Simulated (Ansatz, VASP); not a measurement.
**One calculation of InSb3, two programs**

File INCAR:

```
SYSTEM = InSb3
PREC = Accurate ; ENCUT = 600
EDIFF = 1E-6 ; ISMEAR = 0
SIGMA = 0.1 ; LREAL = .FALSE.
LASPH = .TRUE. ; NELM = 60
ALGO = Normal ; ISIF = 3
LWAVE = .FALSE. ; LCHARG = .FALSE.
GGA = PS ; IBRION = 2
NSW = 100 ; EDIFFG = -0.005
```

The input KPOINTS:

```
regular mesh
0
G
  10 10 10
  0 0 0
```

File POSCAR:

```
InSb3
1.0
    0.0000000000      3.7945550000      3.7945550000
    3.7945550000      0.0000000000      3.7945550000
    3.7945550000      3.7945550000      0.0000000000
In Sb
1 3
Direct
    0.0000000000      0.0000000000      0.0000000000
    0.2500000000      0.2500000000      0.2500000000
    0.7500000000      0.7500000000      0.7500000000
    0.5000000000      0.5000000000      0.5000000000
```

Input for Ansatz:

```yaml
crystal:
  lattice:
    - [0.0, 3.794555, 3.794555]
    - [3.794555, 0.0, 3.794555]
    - [3.794555, 3.794555, 0.0]
  atoms:
    - { symbol: In, position: [0.0, 0.0, 0.0] }
    - { symbol: Sb, position: [0.25, 0.25, 0.25] }
    - { symbol: Sb, position: [0.75, 0.75, 0.75] }
    - { symbol: Sb, position: [0.5, 0.5, 0.5] }
basis:
  ecutwfc: 420
kpoints:
  mp_grid: { grid: [10, 10, 10] }
hamiltonian:
  xc: pbesol
scf:
  occupations: { method: gaussian, width: 0.1 }
output:
  forces: true
  stress: true
  eigenvalues: true
relax:
  adjacent_minimum: "off"
  f_tol: 0.005
  max_steps: 80
  cell: { stress_tol: 0.05 }
```

Alike in both runs: task relaxation of cell and atoms; functional PBEsol; k mesh 10 × 10 × 10; occupations gaussian, width 0.1 eV; no spin polarisation.

|  | VASP | Ansatz |
| --- | --- | --- |
| version | VASP 6.6.1 | Ansatz 0.2.0 |
| potentials or method | VASP PAW PBE potentials, release 64 (In_d, Sb), cutoff 600 eV | scalar-relativistic, plane waves, PAW |
| valence electrons in the cell | 28 | 58 |

|  | VASP | Ansatz | Ansatz less VASP |
| --- | --- | --- | --- |
| gap on the k mesh at the Fermi level, each at its own relaxed structure (eV) | none | none | - |
| relaxed volume (Å³/atom) | 25.82 | 25.82 | -0.002 |
| relaxed length of the cell vector where the two differ most in proportion (Å) | 5.267 | 5.266 | -0.0002 |

VASP's potentials were made for PBE, not for PBEsol. A gap of «none» marks a metal or a gap that the smearing closes. VASP's potentials hold 28 valence electrons a cell and Ansatz's 58, so a difference there can come from the potentials and not from the codes.

Spin-orbit coupling is off throughout. Noted on VASP's run: too few bands were computed for a metal, which touches its energy and stress.
